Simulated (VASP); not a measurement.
# Li (I4/mmm) in VASP: further runs

Runs on Li. Level: PBE+D3(BJ). Tasks: single point.

Everything below comes from runs of VASP 6.6.1. Logs are shortened: lines on timing, memory, paths and dates and some standing lists are left out, and cuts for length are marked.

**1. The cell of the first run**

Symmetry: I4/mmm, No. 139, tetragonal system. Conventional cell: a = 3.114 Å, b = 3.114 Å, c = 3.964 Å, α = 90.00°, β = 90.00°, γ = 90.00°. Within 3.9 Å of Li (site symmetry 4/mmm) lie 12 Li at 2.96 to 3.11 Å.

**2. Single point, PBE+D3(BJ) (strain -0.1000 x Voigt [0, 1, 0, 0, 0, 0])**

File INCAR:

```
SYSTEM = Li
  ALGO = Normal
  EDIFF = 1E-6
  ENCUT = 520
  GGA = PE
  ISIF = 2
  ISMEAR = 0
  IVDW = 12
  LASPH = .True.
  LCHARG = .False.
  LREAL = .False.
  LWAVE = .False.
  NBANDS = 8
  NELM = 100
  PREC = Accurate
  SIGMA = 0.15
```

File KPOINTS:

```
k-points
0
Gamma
  18 18 18
  0 0 0
```

File POSCAR:

```
Li
1.0
    0.0000000000      1.9818000000      2.2020000000
    2.2020000000      0.0000000000      2.2020000000
    2.2020000000      1.9818000000      0.0000000000
Li
1
Direct
    0.0000000000      0.0000000000      0.0000000000
```

Potentials or basis: VASP PAW PBE potentials, release 64 (Li_sv).

Launch:

```
> cat potpaw_PBE.64/Li_sv/POTCAR > POTCAR
> mpirun -np 1 vasp_std > vasp.out
```

OUTCAR:

```text
SYSTEM = Li
   EDIFF = 1E-6
   ENCUT = 520
   GGA = PE
   ISIF = 2
   ISMEAR = 0
   IVDW = 12
   LASPH = .True.
   LREAL = .False.
   NELM = 100
   PREC = Accurate
 IVDW          = 12

 ion  position               nearest neighbor table
   1  0.000  0.000  0.000-

  LATTYP: Found a body centered tetragonal cell.
 ALAT       =     3.1140982643
 C/A-ratio  =     1.2727922061

  Lattice vectors:

 A1 = (   0.0000000000,  -1.9818000000,   2.2020000000)
 A2 = (   0.0000000000,  -1.9818000000,  -2.2020000000)
 A3 = (   2.2020000000,   1.9818000000,   0.0000000000)

Analysis of symmetry for initial positions (statically):
=====================================================================
 Subroutine PRICEL returns:
 Original cell was already a primitive cell.

 Routine SETGRP: Setting up the symmetry group for a
 body centered tetragonal supercell.

 Subroutine GETGRP returns: Found 16 space group operations
 (whereof 16 operations were pure point group operations)
 out of a pool of 16 trial point group operations.

The static configuration has the point symmetry D_4h.

Analysis of symmetry for dynamics (positions and initial velocities):
=====================================================================
 Subroutine PRICEL returns:
 Original cell was already a primitive cell.

 Routine SETGRP: Setting up the symmetry group for a
 body centered tetragonal supercell.

 Subroutine GETGRP returns: Found 16 space group operations
 (whereof 16 operations were pure point group operations)
 out of a pool of 16 trial point group operations.

The dynamic configuration has the point symmetry D_4h.

 Subroutine INISYM returns: Found 16 space group operations
 (whereof 16 operations are pure point group operations),
 and found     1 'primitive' translations

----------------------------------------------------------------------------------------

                                     Primitive cell

  volume of cell :      19.2187

  direct lattice vectors                    reciprocal lattice vectors
     0.000000000  1.981800000  2.202000000    -0.227066303  0.252295893  0.227066303
     2.202000000  0.000000000  2.202000000     0.227066303 -0.252295893  0.227066303
     2.202000000  1.981800000  0.000000000     0.227066303  0.252295893 -0.227066303

  length of vectors
     2.962488015  3.114098264  2.962488015     0.408376578  0.408376578  0.408376578

  position of ions in fractional coordinates (direct lattice)
     0.000000000  0.000000000  0.000000000

  ion indices of the primitive-cell ions
   primitive index   ion index
                 1           1

----------------------------------------------------------------------------------------

 KPOINTS: k-points

Automatic generation of k-mesh.
 Grid dimensions read from file:
 generate k-points for:   18   18   18

 Generating k-lattice:

  Cartesian coordinates                     Fractional coordinates (reciprocal lattice)
    -0.012614795  0.014016438  0.012614795     0.055555556  0.000000000 -0.000000000
     0.012614795 -0.014016438  0.012614795     0.000000000  0.055555556  0.000000000
     0.012614795  0.014016438 -0.012614795    -0.000000000  0.000000000  0.055555556

  Length of vectors
     0.022687588  0.022687588  0.022687588

  Shift w.r.t. Gamma in fractional coordinates (k-lattice)
     0.000000000  0.000000000  0.000000000

 Subroutine IBZKPT returns following result:
 ===========================================

 Found    480 irreducible k-points:

 Following reciprocal coordinates:
            Coordinates               Weight
  0.000000  0.000000  0.000000      1.000000
  0.055556  0.000000  0.000000      8.000000
  0.111111  0.000000  0.000000      8.000000
  0.166667  0.000000  0.000000      8.000000
  0.222222  0.000000 -0.000000      8.000000
  0.277778  0.000000 -0.000000      8.000000
[... 16 lines left out ...]
 -0.277778  0.055556  0.000000     16.000000
 -0.222222  0.055556  0.000000     16.000000
 [... further k-points ...]
   k-points           NKPTS =    480   k-points in BZ     NKDIM =    480   number of bands    NBANDS=      8
   number of dos      NEDOS =    301   number of ions     NIONS =      1
   total plane-waves  NPLWV =  13824
   dimension x,y,z NGX =    24 NGY =   24 NGZ =   24
   dimension x,y,z NGXF=    48 NGYF=   48 NGZF=   48
   ions per type =               1
   NGX,Y,Z   is equivalent  to a cutoff of  13.47, 12.81, 13.47 a.u.
   NGXF,Y,Z  is equivalent  to a cutoff of  26.94, 25.62, 26.94 a.u.
 SYSTEM =  Li
   PREC   = accura    normal or accurate (medium, high low for compatibility)
   ISTART =      0    job   : 0-new  1-cont  2-samecut
   ICHARG =      2    charge: 1-file 2-atom 10-const
   ISPIN  =      1    spin polarized calculation?
   LNONCOLLINEAR =      F non collinear calculations
   LSORBIT =      F    spin-orbit coupling
   LASPH  =      T    aspherical Exc in radial PAW
   ENCUT  =  520.0 eV  38.22 Ry    6.18 a.u.   5.51  5.79  5.51*2*pi/ulx,y,z
   NELM   =    100;   NELMIN=  2; NELMDL= -5     # of ELM steps
   EDIFF  = 0.1E-05   stopping-criterion for ELM
   LREAL  =      F    real-space projection
   EDIFFG = 0.1E-04   stopping-criterion for IOM
   NSW    =      0    number of steps for IOM
   IBRION =     -1    ionic relax: 0-MD 1-quasi-New 2-CG
   NFREE  =      0    steps in history (QN), initial steepest desc. (CG)
   ISIF   =      2    stress and relaxation
   ISYM   =      2    0-nonsym 1-usesym 2-fastsym
   POTIM  = 0.5000    time-step for ionic-motion
   TEBEG  =    0.0;   TEEND  =   0.0 temperature during run
   PSTRESS=    0.0 pullay stress
   NELECT =       3.0000    total number of electrons
   NUPDOWN=      -1.0000    fix difference up-down
   EMIN   =  10.00;   EMAX   =-10.00  energy-range for DOS
   EFERMI =   0.00;   METHOD = LEGACY
   ISMEAR =     0;   SIGMA  =   0.15  broadening in eV -4-tet -1-fermi 0-gaus
   EFERMI_NEDOS =   21; number of points for ismear=-14 and -15
   IALGO  =     38    algorithm
   IMIX   =      4    mixing-type and parameters
     AMIX     =   0.40;   BMIX     =  1.00
     AMIX_MAG =   1.60;   BMIX_MAG =  1.00
  volume/ion in A,a.u.               =      19.22       129.69
  Fermi-wavevector in a.u.,A,eV,Ry     =   0.881469  1.665735 10.571561  0.776988
  Thomas-Fermi vector in A             =   2.001969
   LORBIT       =      0    0 simple, 1 ext, 2 COOP (PROOUT), +10 PAW based schemes
   GGA     = PE    functional components
   LHFCALC =     F    Hartree Fock is set to
   AEXX    =    0.0000 exact exchange contribution
   IVDW    =    12    specifies the selected vdW correction
   LEPSILON=     F    determine dielectric tensor
   LRPA    =     F    only Hartree local field effects (RPA)
 non-spin polarized calculation
 Gauss-broadening in eV      SIGMA  =   0.15
  energy-cutoff  :      520.00
  volume of cell :       19.22
 maximum number of plane-waves:       532
 NGX is ok and might be reduce to    24
   NGX = 11   NGY = 11   NGZ = 11

 number of electron       2.9999996 magnetization

 Free energy of the ion-electron system (eV)
  ---------------------------------------------------
  ext. energy  EPLUGINS =         0.00000000
  ---------------------------------------------------
  free energy    TOTEN  =        -1.90600822 eV

  energy without entropy =       -1.90100391  energy(sigma->0) =       -1.90350607

 E-fermi :   0.7736     XC(G=0):  -7.1751

 val. band max:        0.7609692608   @ k =   0.5000   0.0000   0.0000
 cond. band min:       0.7748571532   @ k =   0.5000   0.0556  -0.0000
 fundamental gap:      0.0138878924
 Fermi energy:         0.7736209753

 k-point     1 :       0.0000    0.0000    0.0000
  band No.  band energies     occupation
      1     -45.6635      2.00000
      2      -2.8510      2.00000
      3      15.5957      0.00000
      4      15.7787      0.00000
      5      15.7788      0.00000
      6      19.6623      0.00000
      7      19.6623      0.00000
      8      20.0054      0.00000

 k-point     2 :       0.0556    0.0000    0.0000
  band No.  band energies     occupation
      1     -45.6628      2.00000
      2      -2.7945      2.00000
      3      15.0611      0.00000
      4      15.5790      0.00000
      5      15.5871      0.00000
      6      19.1032      0.00000
      7      19.9172      0.00000
      8      20.0729      0.00000

 k-point     3 :       0.1111    0.0000    0.0000
  band No.  band energies     occupation
      1     -45.6609      2.00000
      2      -2.6251      2.00000
      3      13.5549      0.00000
      4      15.1206      0.00000
      5      15.3550      0.00000
      6      18.8800      0.00000
      7      20.3318      0.00000
      8      20.5926      0.00000

 k-point     4 :       0.1667    0.0000    0.0000
  band No.  band energies     occupation
      1     -45.6579      2.00000
      2      -2.3429      2.00000
      3      11.7681      0.00000
      4      14.6009      0.00000
      5      15.0868      0.00000
      6      19.0481      0.00000
      7      20.0338      0.00000
      8      20.6434      0.00000

 k-point     5 :       0.2222    0.0000   -0.0000
  band No.  band energies     occupation
      1     -45.6542      2.00000
      2      -1.9486      2.00000
      3       9.9820      0.00000
      4      14.1204      0.00000
      5      14.8368      0.00000
      6      19.2258      0.00000
      7      19.3912      0.00000
      8      19.9806      0.00000
[... 177 lines left out ...]
 k-point    22 :      -0.3333    0.0556    0.0000
  band No.  band energies     occupation
      1     -45.6450      2.00000
      2      -0.5429      2.00000
      3       6.2306      0.00000
      4      12.6474      0.00000
      5      14.3734      0.00000
      6      17.8413      0.00000
      7      19.3353      0.00000
      8      20.4744      0.00000

 k-point    23 :      -0.2778    0.0556    0.0000
  band No.  band energies     occupation
      1     -45.6484      2.00000
      2      -1.1764      2.00000
      3       7.7060      0.00000
      4      12.8188      0.00000
      5      14.7079      0.00000
      6      18.2623      0.00000
      7      19.5303      0.00000
      8      20.8535      0.00000

 k-point    24 :      -0.2222    0.0556    0.0000
  band No.  band energies     occupation
      1     -45.6522      2.00000
      2      -1.7195      2.00000
      3       9.3402      0.00000
      4      13.1052      0.00000
      5      15.0563      0.00000
      6      18.8457      0.00000
      7      19.3061      0.00000
      8      21.4084      0.00000

 [... further k-points ...]

------------------------ aborting loop because EDIFF is reached ----------------------------------------

 Edisp (eV)   -0.17831

 E8    (eV) :    -0.0742

  FORCE on cell =-STRESS in cart. coord.  units (eV):
  Direction    XX          YY          ZZ          XY          YZ          ZX
  --------------------------------------------------------------------------------------
  -------------------------------------------------------------------------------------
  Total      -0.10497    -0.07992    -0.10497     0.00000    -0.00000     0.00000
  in kB      -8.75056    -6.66224    -8.75056     0.00000    -0.00000     0.00000
  external pressure =       -8.05 kB  Pullay stress =        0.00 kB

 VOLUME and BASIS-vectors are now :
 -----------------------------------------------------------------------------
  energy-cutoff  :      520.00
  volume of cell :       19.22
      direct lattice vectors                 reciprocal lattice vectors
     0.000000000  1.981800000  2.202000000    -0.227066303  0.252295893  0.227066303
     2.202000000  0.000000000  2.202000000     0.227066303 -0.252295893  0.227066303
     2.202000000  1.981800000  0.000000000     0.227066303  0.252295893 -0.227066303

 POSITION                                       TOTAL-FORCE (eV/Angst)
 -----------------------------------------------------------------------------------
      0.00000      0.00000      0.00000         0.000000      0.000000      0.000000
 -----------------------------------------------------------------------------------
    total drift:                               -0.000000     -0.000000     -0.000000

  FREE ENERGIE OF THE ION-ELECTRON SYSTEM (eV)
  ---------------------------------------------------
  free  energy   TOTEN  =        -2.0843178713 eV

  energy  without entropy=       -2.0793135649  energy(sigma->0) =       -2.08181572
```

Run time: 33 s. Hardware: 1 thread of AMD EPYC 9R14 (Zen 4), shared host; peak memory 0.15 GiB.

Results:

- Free energy: -2.0843 eV
- Dispersion energy per atom: -0.178 eV

Caveat: the cell differs from its parent crystal (strain -0.1000 x Voigt [0, 1, 0, 0, 0, 0]); the cutoff is under 1.25 times the usual one of these potentials, so pressure, stress and relaxed cells hold a basis-set (Pulay) error; pairwise dispersion overbinds metals, which lowers pressure and volume.

**3. Single point, PBE+D3(BJ) (strain -0.0750 x Voigt [0, 1, 0, 0, 0, 0])**

File INCAR:

```
PREC = Accurate
ENCUT = 520
EDIFF = 1E-7
ISMEAR = 0
SIGMA = 0.15
LREAL = False
LASPH = True
NELM = 80
ALGO = Normal
ISIF = 2
LWAVE = False
LCHARG = False
GGA = PE
IVDW = 12
NBANDS = 8
```

File KPOINTS:

```
Automatic mesh
0
Gamma
  18 18 18
```

File POSCAR:

```
Li
1.0
    0.0000000000      2.0368500000      2.2020000000
    2.2020000000      0.0000000000      2.2020000000
    2.2020000000      2.0368500000      0.0000000000
Li
1
Direct
    0.0000000000      0.0000000000      0.0000000000
```

Potentials or basis: VASP PAW PBE potentials, release 64 (Li_sv).

Launch:

```
> cat potpaw_PBE.64/Li_sv/POTCAR > POTCAR
> mpirun -np 1 vasp_std > vasp.out
```

Run time: 35 s. Hardware: 1 thread of AMD EPYC 9R14 (Zen 4), shared host; peak memory 0.15 GiB.

Results (log left out):

* Free energy: -2.0819 eV
* Dispersion energy per atom: -0.173 eV

Levels at points of the mesh, in eV from the Fermi level:
| k point | band 1 | band 2 | band 3 | band 4 | band 5 | band 6 | band 7 |
| --- | --- | --- | --- | --- | --- | --- | --- |
| (0.00, 0.00, 0.00) | -46.49 | -3.59 | 14.55 | 14.68 | 14.68 | 18.52 | 18.52 |
| (0.50, 0.00, 0.00) | -46.47 | -0.02 | 3.03 | 12.22 | 13.26 | 16.05 | 17.53 |
| (0.50, 0.50, 0.00) | -46.46 | 1.22 | 4.46 | 8.82 | 9.19 | 11.24 | 16.03 |
| (0.50, 0.00, 0.50) | -46.46 | 2.28 | 5.50 | 7.85 | 7.85 | 10.07 | 15.12 |

Caveat: the cell differs from its parent crystal (strain -0.0750 x Voigt [0, 1, 0, 0, 0, 0]); the cutoff is under 1.25 times the usual one of these potentials, so pressure, stress and relaxed cells hold a basis-set (Pulay) error; pairwise dispersion overbinds metals, which lowers pressure and volume.

**4. Single point, PBE+D3(BJ) (strain -0.0500 x Voigt [0, 1, 0, 0, 0, 0])**

File INCAR:

```
SYSTEM = Li
  ALGO = Fast
  EDIFF = 1E-6
  ENCUT = 520
  GGA = PE
  ISIF = 2
  ISMEAR = 0
  IVDW = 12
  LASPH = .True.
  LCHARG = .False.
  LREAL = .False.
  LWAVE = .False.
  NBANDS = 8
  NELM = 60
  PREC = Accurate
  SIGMA = 0.15
```

File KPOINTS:

```
k-points
0
Gamma
  18 18 18
  0 0 0
```

File POSCAR:

```
Li
1.0
    0.0000000000      2.0919000000      2.2020000000
    2.2020000000      0.0000000000      2.2020000000
    2.2020000000      2.0919000000      0.0000000000
Li
1
Direct
    0.0000000000      0.0000000000      0.0000000000
```

Launch:

```
> cat potpaw_PBE.64/Li_sv/POTCAR > POTCAR
> mpirun -np 1 vasp_std > vasp.out
```

Wall time 55 s (1 thread of AMD EPYC 9R14 (Zen 4), shared host); peak memory 0.15 GiB.

It converged, with:

| Quantity | Value |
| --- | --- |
| Free energy | -2.0783 eV |
| Dispersion energy per atom | -0.169 eV |

Levels at points of the mesh, in eV from the Fermi level:
```tsv
k point	band 1	band 2	band 3	band 4	band 5	band 6
(0.00, 0.00, 0.00)	-46.54	-3.56	14.30	14.37	14.37	18.20
(0.50, 0.00, 0.00)	-46.52	-0.01	2.93	12.20	12.94	16.04
(0.50, 0.50, 0.00)	-46.51	1.31	4.48	8.57	8.81	10.89
(0.50, 0.00, 0.50)	-46.51	1.99	5.16	7.95	7.95	10.14
```

Caveat: the cell differs from its parent crystal (strain -0.0500 x Voigt [0, 1, 0, 0, 0, 0]); the cutoff is under 1.25 times the usual one of these potentials, so pressure, stress and relaxed cells hold a basis-set (Pulay) error; pairwise dispersion overbinds metals, which lowers pressure and volume.

**5. Overview**

```tsv
cell	gap on the mesh (eV)
a = 2.962, b = 3.114 Å, angles 58.3, 63.4, 58.3°, 1 atom	none
a = 3.000, b = 3.114 Å, angles 58.7, 62.5, 58.7°, 1 atom	none
a = 3.037, b = 3.114 Å, angles 59.2, 61.7, 59.2°, 1 atom	none
```

Alike in all rows: task single point; level PBE+D3(BJ); potentials or basis VASP PAW PBE potentials, release 64 (Li_sv); no spin polarisation; k mesh 18 × 18 × 18; cutoff (eV) 520; smearing gaussian 0.15 eV.

Caveats: the cutoff is under 1.25 times the usual one of these potentials, so pressure, stress and relaxed cells hold a basis-set (Pulay) error; pairwise dispersion overbinds metals, which lowers pressure and volume.

Total energies depend on the potentials used, so only differences within one code and one set of settings carry meaning.
